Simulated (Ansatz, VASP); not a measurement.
# Te in VASP and in Ansatz

File POSCAR:

```
Te
1.0
   -1.8986128056      1.8986128056      1.8986128056
    1.8986128056     -1.8986128056      1.8986128056
    1.8986128056      1.8986128056     -1.8986128056
Te
1
Direct
    0.0000000000      0.0000000000      0.0000000000
```

INCAR.step1

```
SYSTEM = Te
  PREC = Accurate
  ENCUT = 520
  ISMEAR = -1
  SIGMA = 0.1
  LREAL = .FALSE.
  LASPH = .TRUE.
  NELM = 80
  NBANDS = 9
  GGA = PE
  ALGO = Normal
  EDIFF = 1E-4
  LWAVE = .TRUE.
  LCHARG = .FALSE.
```

Contents of INCAR.step2:

```
SYSTEM = Te
  PREC = Accurate
  ENCUT = 520
  EDIFF = 1E-6
  ISMEAR = -1
  SIGMA = 0.1
  LREAL = .FALSE.
  LASPH = .TRUE.
  NELM = 80
  ALGO = Normal
  ISIF = 2
  LWAVE = .FALSE.
  LCHARG = .TRUE.
  METAGGA = R2SCAN
  LMIXTAU = .TRUE.
  LELF = .TRUE.
  LVHAR = .TRUE.
  NBANDS = 9
  ISTART = 1
```

File KPOINTS:

```
regular mesh
0
G
  13 13 13
  0 0 0
```

Input for Ansatz:

```yaml
crystal:
  lattice:
    - [-1.8986128056, 1.8986128056, 1.8986128056]
    - [1.8986128056, -1.8986128056, 1.8986128056]
    - [1.8986128056, 1.8986128056, -1.8986128056]
  atoms:
    - { symbol: Te, position: [0.0, 0.0, 0.0] }
hamiltonian:
  xc: r2scan
  pseudopotentials:
    kind: paw
    azcp:
      Te: "pseudopotentials/Te.paw.azcp"
basis:
  ecutwfc: 500
  fft_grid_basis: typed
kpoints:
  mp_grid: { grid: [13, 13, 13], shift: [0, 0, 0] }
magnetization:
  spin_polarized: false
scf:
  occupations: { method: fermi_dirac, width: 0.1 }
  lower_state_search: "off"
output:
  stress: true
```

Alike in both runs: task single point; functional r2SCAN; k mesh 13 × 13 × 13; occupations fermi-dirac, width 0.1 eV; no spin polarisation.

|  | VASP | Ansatz |
| --- | --- | --- |
| version | VASP 6.6.1 | Ansatz 0.2.0 |
| potentials or method | VASP PAW PBE potentials, release 64 (Te), cutoff 520 eV | plane waves (500 eV) with PAW, scalar-relativistic |
| valence electrons in the cell | 6 | 16 |

|  | VASP | Ansatz | Ansatz less VASP |
| --- | --- | --- | --- |
| pressure (GPa) | 2.7 | 2.7 | +0.03 |

VASP's potentials were made for PBE, not for r2SCAN. The functional is the same, so the differences come from potentials, cutoffs and numerics. VASP's potentials hold 6 valence electrons a cell and Ansatz's 16, so a difference there can come from the potentials and not from the codes.

Spin-orbit coupling is off throughout.
